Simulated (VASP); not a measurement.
Input of a VASP 6.6.1 run:

The input POSCAR:

```
MnO
1.0
    3.3717000000      0.0000000000      0.0000000000
   -1.6858500000      2.9199778539      0.0000000000
    0.0000000000      0.0000000000      5.3855000000
Mn O
2 2
Direct
    0.6666666667      0.3333333333      0.5109600000
    0.3333333333      0.6666666667      0.0109600000
    0.6666666667      0.3333333333      0.8754700000
    0.3333333333      0.6666666667      0.3754700000
```

Contents of INCAR.step1:

```
SYSTEM = MnO
  ALGO = Normal
  EDIFF = 1E-6
  ENCUT = 520
  GGA = PS
  ISIF = 2
  ISMEAR = -1
  ISPIN = 2
  LASPH = .TRUE.
  LCHARG = .TRUE.
  LDAU = .TRUE.
  LDAUJ = 0 0
  LDAUL = 2 -1
  LDAUPRINT = 1
  LDAUTYPE = 2
  LDAUU = 6 0
  LMAXMIX = 4
  LREAL = .FALSE.
  LWAVE = .FALSE.
  MAGMOM = 4 4 0 0
  NBANDS = 31
  NELM = 150
  PREC = Accurate
  SIGMA = 0.05
```

Contents of KPOINTS.step1:

```
k-points
0
G
  9 9 5
  0 0 0
```

INCAR.step2

```
SYSTEM = MnO
  ALGO = Normal
  EDIFF = 1E-6
  ENCUT = 520
  GGA = PS
  ICHARG = 11
  ISIF = 2
  ISMEAR = -5
  ISPIN = 2
  LASPH = .TRUE.
  LCHARG = .FALSE.
  LDAU = .TRUE.
  LDAUJ = 0 0
  LDAUL = 2 -1
  LDAUPRINT = 1
  LDAUTYPE = 2
  LDAUU = 6 0
  LMAXMIX = 4
  LORBIT = 10
  LREAL = .FALSE.
  LWAVE = .FALSE.
  MAGMOM = 4 4 0 0
  NBANDS = 31
  NEDOS = 1001
  NELM = 150
  PREC = Accurate
  SIGMA = 0.05
```

File KPOINTS.step2:

```
k-points
0
G
  14 14 8
  0 0 0
```

Potentials or basis: VASP PAW PBE potentials, release 64 (Mn_pv, O).

Command:

```console
$ cat potpaw_PBE.64/Mn_pv/POTCAR potpaw_PBE.64/O/POTCAR > POTCAR
$ cp INCAR.step1 INCAR
$ cp KPOINTS.step1 KPOINTS
$ mpirun -np 1 vasp_std > vasp.out
$ cp INCAR.step2 INCAR
$ cp KPOINTS.step2 KPOINTS
$ mpirun -np 1 vasp_std > vasp.out
```

Predict the net moment.

10.00 μB per cell.

What does it give for the site moments?

Mn +4.65; O +0.07 μB.

Eigenvalues of the final occupation matrices:
| site | spin | trace | eigenvalues |
| --- | --- | --- | --- |
| site 1 d | 1 | 4.78 | 0.95 0.95 0.96 0.96 0.96 |
| site 1 d | 2 | 0.21 | 0.02 0.02 0.05 0.05 0.06 |
| site 2 d | 1 | 4.78 | 0.95 0.95 0.96 0.96 0.96 |
| site 2 d | 2 | 0.21 | 0.02 0.02 0.05 0.05 0.06 |

 The state reached can hang on the start; a lower one may exist.
